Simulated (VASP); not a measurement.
# VCuSe2 (R-3m) in VASP: single point with LDA+U

Aim: the single point of VCuSe2 with LDA+U.

Program: VASP 6.6.1. These are calculated values, not measurements. Logs are shortened: lines on timing, memory, paths and dates and some standing lists are left out, and cuts for length are marked.

## Step 1: The cell of the first run

It takes space group R-3m (No. 166, trigonal). Conventional cell: a = 3.773 Å, b = 3.773 Å, c = 20.544 Å, α = 90.00°, β = 90.00°, γ = 120.00°. Cu (site symmetry -3m) has 6 Se at 2.99 Å and 6 Cu at 3.77 Å within 3.9 Å. V (site symmetry -3m) has 6 Se at 2.57 Å within 3.4 Å. Within 3.5 Å of Se (site symmetry 3m) lie 3 V at 2.57 Å and 3 Cu at 2.99 Å and 3 Se at 3.50 Å.

## Step 2: Single point, LDA+U, collinear spin, ferromagnetic start

File INCAR:

```
SYSTEM = VCuSe2
  ALGO = Normal
  EDIFF = 1E-6
  ENCUT = 520
  ISIF = 2
  ISMEAR = 0
  ISPIN = 2
  LASPH = .TRUE.
  LCHARG = .TRUE.
  LDAU = .TRUE.
  LDAUJ = 0 0 0
  LDAUL = -1 2 -1
  LDAUPRINT = 1
  LDAUTYPE = 2
  LDAUU = 0 8 0
  LELF = .TRUE.
  LMAXMIX = 4
  LORBIT = 11
  LREAL = .FALSE.
  LVHAR = .TRUE.
  LWAVE = .FALSE.
  MAGMOM = 0 2 0 0
  NBANDS = 30
  NELM = 150
  PREC = Accurate
  SIGMA = 0.05
```

File KPOINTS:

```
k-points
0
G
  6 6 6
  0 0 0
```

File POSCAR:

```
VCuSe2
1.0
    1.8862796500      1.0890440600      6.8479149300
   -1.8862796500      1.0890440600      6.8479149300
    0.0000000000     -2.1780881300      6.8479149300
Cu V Se
1 1 2
Direct
    0.5000000000      0.5000000000      0.5000000000
    0.0000000000      0.0000000000      0.0000000000
    0.2667000000      0.2667000000      0.2667000000
    0.7333000000      0.7333000000      0.7333000000
```

Potentials or basis: VASP PAW LDA potentials, release 64 (Cu, V_sv, Se).

The run is started by

```bash
cat potpaw_LDA.64/Cu/POTCAR potpaw_LDA.64/V_sv/POTCAR potpaw_LDA.64/Se/POTCAR > POTCAR
mpirun -np 1 vasp_std > vasp.out
```

OUTCAR:

```text
SYSTEM = VCuSe2
   EDIFF = 1E-6
   ENCUT = 520
   ISIF = 2
   ISMEAR = 0
   ISPIN = 2
   LASPH = .TRUE.
   LORBIT = 11
   LREAL = .FALSE.
   NELM = 150
   PREC = Accurate

 ion  position               nearest neighbor table
   1  0.500  0.500  0.500-
   2  0.000  0.000  0.000-   4 2.57   4 2.57   3 2.57   3 2.57   4 2.57   3 2.57
   3  0.267  0.267  0.267-   2 2.57   2 2.57   2 2.57
   4  0.733  0.733  0.733-   2 2.57   2 2.57   2 2.57

  LATTYP: Found a trigonal (rhomboedric) cell.
 ALAT       =     7.1859590015
 COS(alpha) =     0.8621925540

  Lattice vectors:

 A1 = (   1.8862796500,   1.0890440600,   6.8479149300)
 A2 = (  -1.8862796500,   1.0890440600,   6.8479149300)
 A3 = (   0.0000000000,  -2.1780881300,   6.8479149300)

Analysis of symmetry for initial positions (statically):
=====================================================================
 Subroutine PRICEL returns:
 Original cell was already a primitive cell.

 Routine SETGRP: Setting up the symmetry group for a
 trigonal (rhombohedral) supercell.

 Subroutine GETGRP returns: Found 12 space group operations
 (whereof 12 operations were pure point group operations)
 out of a pool of 12 trial point group operations.

The static configuration has the point symmetry D_3d.

Analysis of symmetry for dynamics (positions and initial velocities):
=====================================================================
 Subroutine PRICEL returns:
 Original cell was already a primitive cell.

 Routine SETGRP: Setting up the symmetry group for a
 trigonal (rhombohedral) supercell.

 Subroutine GETGRP returns: Found 12 space group operations
 (whereof 12 operations were pure point group operations)
 out of a pool of 12 trial point group operations.

The dynamic configuration has the point symmetry D_3d.

Analysis of structural, dynamic, and magnetic symmetry:
=====================================================================
 Subroutine PRICEL returns:
 Original cell was already a primitive cell.

 Routine SETGRP: Setting up the symmetry group for a
 trigonal (rhombohedral) supercell.

 Subroutine GETGRP returns: Found 12 space group operations
 (whereof 12 operations were pure point group operations)
 out of a pool of 12 trial point group operations.

The overall configuration has the point symmetry D_3d.

 Subroutine INISYM returns: Found 12 space group operations
 (whereof 12 operations are pure point group operations),
 and found     1 'primitive' translations

----------------------------------------------------------------------------------------

                                     Primitive cell

  volume of cell :      84.4036

  direct lattice vectors                    reciprocal lattice vectors
     1.886279650  1.089044060  6.847914930     0.265072043  0.153039415  0.048676617
    -1.886279650  1.089044060  6.847914930    -0.265072043  0.153039415  0.048676617
     0.000000000 -2.178088130  6.847914930     0.000000000 -0.306078831  0.048676617

  length of vectors
     7.185959001  7.185959001  7.185959003     0.309925255  0.309925255  0.309925255

  position of ions in fractional coordinates (direct lattice)
     0.500000000  0.500000000  0.500000000
     0.000000000  0.000000000  0.000000000
     0.266700000  0.266700000  0.266700000
     0.733300000  0.733300000  0.733300000

  ion indices of the primitive-cell ions
   primitive index   ion index
[... 79 lines left out ...]
   NSW    =      0    number of steps for IOM
   IBRION =     -1    ionic relax: 0-MD 1-quasi-New 2-CG
   NFREE  =      0    steps in history (QN), initial steepest desc. (CG)
   ISIF   =      2    stress and relaxation
   ISYM   =      2    0-nonsym 1-usesym 2-fastsym
   POTIM  = 0.5000    time-step for ionic-motion
   TEBEG  =    0.0;   TEEND  =   0.0 temperature during run
   PSTRESS=    0.0 pullay stress
   NELECT =      36.0000    total number of electrons
   NUPDOWN=      -1.0000    fix difference up-down
   EMIN   =  10.00;   EMAX   =-10.00  energy-range for DOS
   EFERMI =   0.00;   METHOD = LEGACY
   ISMEAR =     0;   SIGMA  =   0.05  broadening in eV -4-tet -1-fermi 0-gaus
   EFERMI_NEDOS =   21; number of points for ismear=-14 and -15
   IALGO  =     38    algorithm
   IMIX   =      4    mixing-type and parameters
     AMIX     =   0.40;   BMIX     =  1.00
     AMIX_MAG =   1.60;   BMIX_MAG =  1.00
  volume/ion in A,a.u.               =      21.10       142.40
  Fermi-wavevector in a.u.,A,eV,Ry     =   1.232316  2.328739 20.661832  1.518602
  Thomas-Fermi vector in A             =   2.367091
   LORBIT       =     11    0 simple, 1 ext, 2 COOP (PROOUT), +10 PAW based schemes
 LDA+U is selected, type is set to LDAUTYPE =  2
   angular momentum for each species LDAUL =    -1    2   -1
   U (eV)           for each species LDAUU =   0.0  8.0  0.0
   J (eV)           for each species LDAUJ =   0.0  0.0  0.0
   GGA     = CA    functional components
   LHFCALC =     F    Hartree Fock is set to
   AEXX    =    0.0000 exact exchange contribution
   IVDW    =     0    specifies the selected vdW correction
   LEPSILON=     F    determine dielectric tensor
   LRPA    =     F    only Hartree local field effects (RPA)
 spin polarized calculation
 Gauss-broadening in eV      SIGMA  =   0.05
  energy-cutoff  :      520.00
  volume of cell :       84.40
 maximum number of plane-waves:      2291
 NGX is ok and might be reduce to    54
   NGX = 27   NGY = 27   NGZ = 27

atom =   2  type =  2  l = 2

 onsite density matrix

spin component  1

  0.6167  0.0000 -0.0000 -0.3119 -0.0000
  0.0000  0.5987  0.0000 -0.0000 -0.3119
 -0.0000  0.0000  0.0369 -0.0000 -0.0000
 -0.3119 -0.0000 -0.0000  0.5987  0.0000
 -0.0000 -0.3119 -0.0000  0.0000  0.6167

spin component  2

  0.0659 -0.0000  0.0000  0.0586 -0.0000
 -0.0000  0.1021  0.0000  0.0000  0.0586
  0.0000  0.0000  0.0259  0.0000 -0.0000
  0.0586  0.0000  0.0000  0.1021 -0.0000
 -0.0000  0.0586 -0.0000 -0.0000  0.0659

 occupancies and eigenvectors

  o =  0.0227  v =  0.0000  0.0000  0.0000  0.0000  0.0000  0.0000  0.5937 -0.0000 -0.0000 -0.8047      0.0000  0.0000  0.0000  0.0000  0.0000  0.0000  0.0000  0.0000  0.0000  0.0000
  o =  0.0227  v =  0.0000  0.0000  0.0000  0.0000  0.0000 -0.8047  0.0000  0.0000  0.5937 -0.0000      0.0000  0.0000  0.0000  0.0000  0.0000  0.0000  0.0000  0.0000  0.0000  0.0000
  o =  0.0259  v =  0.0000  0.0000  0.0000  0.0000  0.0000  0.0000  0.0000  1.0000 -0.0000 -0.0000      0.0000  0.0000  0.0000  0.0000  0.0000  0.0000  0.0000  0.0000  0.0000  0.0000
  o =  0.0369  v =  0.0000  0.0000 -1.0000  0.0000 -0.0000  0.0000  0.0000  0.0000  0.0000  0.0000      0.0000  0.0000  0.0000  0.0000  0.0000  0.0000  0.0000  0.0000  0.0000  0.0000
  o =  0.1454  v =  0.0000  0.0000  0.0000  0.0000  0.0000  0.5937  0.0000  0.0000  0.8047 -0.0000      0.0000  0.0000  0.0000  0.0000  0.0000  0.0000  0.0000  0.0000  0.0000  0.0000
  o =  0.1454  v =  0.0000  0.0000  0.0000  0.0000  0.0000  0.0000 -0.8047 -0.0000 -0.0000 -0.5937      0.0000  0.0000  0.0000  0.0000  0.0000  0.0000  0.0000  0.0000  0.0000  0.0000
  o =  0.2957  v = -0.6968  0.0000 -0.0000 -0.7173 -0.0000  0.0000  0.0000  0.0000  0.0000  0.0000      0.0000  0.0000  0.0000  0.0000  0.0000  0.0000  0.0000  0.0000  0.0000  0.0000
  o =  0.2957  v =  0.0000  0.7173  0.0000  0.0000  0.6968  0.0000  0.0000  0.0000  0.0000  0.0000      0.0000  0.0000  0.0000  0.0000  0.0000  0.0000  0.0000  0.0000  0.0000  0.0000
  o =  0.9197  v =  0.0000 -0.6968 -0.0000  0.0000  0.7173  0.0000  0.0000  0.0000  0.0000  0.0000      0.0000  0.0000  0.0000  0.0000  0.0000  0.0000  0.0000  0.0000  0.0000  0.0000
  o =  0.9197  v = -0.7173  0.0000  0.0000  0.6968  0.0000  0.0000  0.0000  0.0000  0.0000  0.0000      0.0000  0.0000  0.0000  0.0000  0.0000  0.0000  0.0000  0.0000  0.0000  0.0000

 number of electron      35.9999993 magnetization       2.0000700

 Free energy of the ion-electron system (eV)
  ---------------------------------------------------
  ext. energy  EPLUGINS =         0.00000000
  ---------------------------------------------------
  free energy    TOTEN  =       -17.99776582 eV

  energy without entropy =      -17.99776582  energy(sigma->0) =      -17.99776582

 E-fermi :   4.7589     XC(G=0): -10.3100

 val. band max:        4.3183530659   @ k =   0.5000   0.5000   0.5000
 cond. band min:       5.0018413212   @ k =  -0.3333   0.1667  -0.0000
 fundamental gap:      0.6834882553
 Fermi energy:         4.7588662543

 spin component 1

 k-point     1 :       0.0000    0.0000    0.0000
  band No.  band energies     occupation
      1     -61.3220      1.00000
      2     -35.8233      1.00000
      3     -35.3993      1.00000
      4     -35.3993      1.00000
      5      -9.4820      1.00000
      6      -8.1670      1.00000
[... 1577 lines left out ...]
     29      14.2532      0.00000
     30      14.4789      0.00000

 [... further k-points ...]

------------------------ aborting loop because EDIFF is reached ----------------------------------------

  FORCE on cell =-STRESS in cart. coord.  units (eV):
  Direction    XX          YY          ZZ          XY          YZ          ZX
  --------------------------------------------------------------------------------------
  -------------------------------------------------------------------------------------
  Total       -1.2549770     -1.2549770     -3.5956011      0.0000000      0.0000000      0.0000000
  in kB      -23.8223833    -23.8223833    -68.2528757      0.0000000      0.0000000      0.0000000
  external PRESSURE =     -38.6325474 kB  Pullay stress =       0.0000000 kB

 VOLUME and BASIS-vectors are now :
 -----------------------------------------------------------------------------
  energy-cutoff  :      520.00
  volume of cell :       84.40
      direct lattice vectors                 reciprocal lattice vectors
     1.886279650  1.089044060  6.847914930     0.265072043  0.153039415  0.048676617
    -1.886279650  1.089044060  6.847914930    -0.265072043  0.153039415  0.048676617
     0.000000000 -2.178088130  6.847914930     0.000000000 -0.306078831  0.048676617

 POSITION                                       TOTAL-FORCE (eV/Angst)
 -----------------------------------------------------------------------------------
      0.00000     -0.00000     10.27187        -0.000000     -0.000000      0.000000
      0.00000      0.00000      0.00000         0.000000     -0.000000      0.000000
      0.00000     -0.00000      5.47902         0.000000      0.000000     -1.677991
      0.00000     -0.00000     15.06473         0.000000     -0.000000      1.677991
 -----------------------------------------------------------------------------------
    total drift:                                0.000000     -0.000000      0.000000

  FREE ENERGIE OF THE ION-ELECTRON SYSTEM (eV)
  ---------------------------------------------------
  free  energy   TOTEN  =       -17.9977658196 eV

  energy  without entropy=      -17.9977658196  energy(sigma->0) =      -17.99776582

 total charge

# of ion       s       p       d       tot
------------------------------------------
    1        0.214   0.101   9.385   9.700
    2        2.244   6.184   2.810  11.238
    3        1.452   2.420   0.028   3.899
    4        1.452   2.420   0.028   3.899
--------------------------------------------------
tot          5.362  11.125  12.250  28.737

 magnetization (x)

# of ion       s       p       d       tot
------------------------------------------
    1        0.003  -0.004  -0.024  -0.025
    2        0.023   0.016   2.098   2.137
    3       -0.004  -0.082   0.004  -0.082
    4       -0.004  -0.082   0.004  -0.082
--------------------------------------------------
tot          0.018  -0.152   2.082   1.948
```

Wall time 11 min (1 thread of AMD EPYC 7R13 (Zen 3), shared host); peak memory 0.39 GiB.

What came out:

```
Free energy                                           : -17.9978 eV
Pressure                                              : -3.9 GPa
Largest force                                         : 1.678 eV/Å
Band gap on the k mesh                                : 0.68 eV (least direct gap 0.88 eV)
Net moment                                            : 2.00 μB per cell
Site moments                                          : Cu -0.03; V +2.14; Se -0.08 μB
Valence electrons inside the program's atomic spheres : Cu 9.70; V 11.24; Se 3.90
```

Forces in eV/Å, atoms in the order of the input:
```
Cu   0.000  0.000  0.000
V    0.000  0.000  0.000
Se   0.000  0.000 -1.678
Se   0.000  0.000  1.678
```

Levels at points of the mesh, in eV from the valence-band top:
Spin up:
```csv
k point,band 15,band 16,band 17,band 18,band 19,band 20,band 21,band 22,band 23,band 24
"(0.00, 0.00, 0.00)",-1.18,-1.18,-1.09,-0.36,-0.36,0.74,2.04,2.94,2.94,4.22
"(0.50, 0.00, 0.00)",-1.37,-1.05,-0.98,-0.82,-0.72,1.46,2.17,2.21,2.34,3.96
"(0.50, 0.50, 0.00)",-1.40,-1.06,-1.05,-1.02,-0.63,0.88,1.70,2.62,3.00,3.06
"(0.50, 0.50, 0.50)",-1.29,-1.21,-1.21,0.00,0.00,1.86,2.76,2.76,3.47,4.65
```
Spin down:
```csv
k point,band 14,band 15,band 16,band 17,band 18,band 19,band 20,band 21
"(0.00, 0.00, 0.00)",-1.06,-1.06,-0.37,-0.37,0.94,2.92,3.05,3.05
"(0.50, 0.00, 0.00)",-1.06,-0.99,-0.82,-0.73,2.20,2.37,3.20,3.77
"(0.50, 0.50, 0.00)",-1.07,-1.06,-0.82,-0.43,0.93,2.25,3.10,3.72
"(0.50, 0.50, 0.50)",-1.23,-1.23,-0.01,-0.01,2.81,2.99,2.99,3.44
```

Eigenvalues of the final occupation matrices:
```csv
site,spin,trace,eigenvalues
site 2 d,1,2.47,0.04 0.30 0.30 0.92 0.92
site 2 d,2,0.36,0.02 0.02 0.03 0.15 0.15
```

Caveat: the cell stands under tension; a cell with one magnetic atom can't hold antiferromagnetic order, which such compounds often take; forces of over 1 eV/Å act on the atoms, so gaps and moduli don't describe the material at rest. A k mesh can miss the band edges.
